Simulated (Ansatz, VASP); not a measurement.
Ba2Hf2O: VASP beside Ansatz

```
Ba Hf O
1.0
     3.53315    0.00000    0.00000
    -1.76658    3.05980    0.00000
     0.00000    0.00000   12.40721
Ba Hf O
2 2 1
Direct
  0.33333 0.66667 0.13471
  0.66667 0.33333 0.86529
  0.33333 0.66667 0.59045
  0.66667 0.33333 0.40955
  0.00000 0.00000 0.00000
```

Alike in both runs: task single point; functional PBE; k mesh 12 × 12 × 4; occupations gaussian, width 0.1 eV; no spin polarisation.

|  | VASP | Ansatz |
| --- | --- | --- |
| version | VASP 6.6.1 | Ansatz 0.2.0 |
| potentials or method | VASP PAW PBE potentials, release 64 (Ba_sv, Hf_pv, O), cutoff 520 eV | scalar-relativistic, plane waves, PAW |
| valence electrons in the cell | 46 | 78 |

|  | VASP | Ansatz | Ansatz less VASP |
| --- | --- | --- | --- |
| gap on the k mesh at the Fermi level (eV) | none | none | - |
| pressure (GPa) | 0.9 | 0.0 | -0.94 |
| traceless stress, the component that is largest in VASP (GPa) | -0.16 | -0.01 | +0.145 |
| rms of the force components (eV/Å) | 0.072 | 0.001 | -0.0709 |

Atom by atom the forces differ by 0.073 eV/Å (rms over components). A gap of «none» marks a metal or a gap that the smearing closes. VASP's potentials hold 46 valence electrons a cell and Ansatz's 78, so a difference there can come from the potentials and not from the codes.

Neither program's run includes spin-orbit coupling.
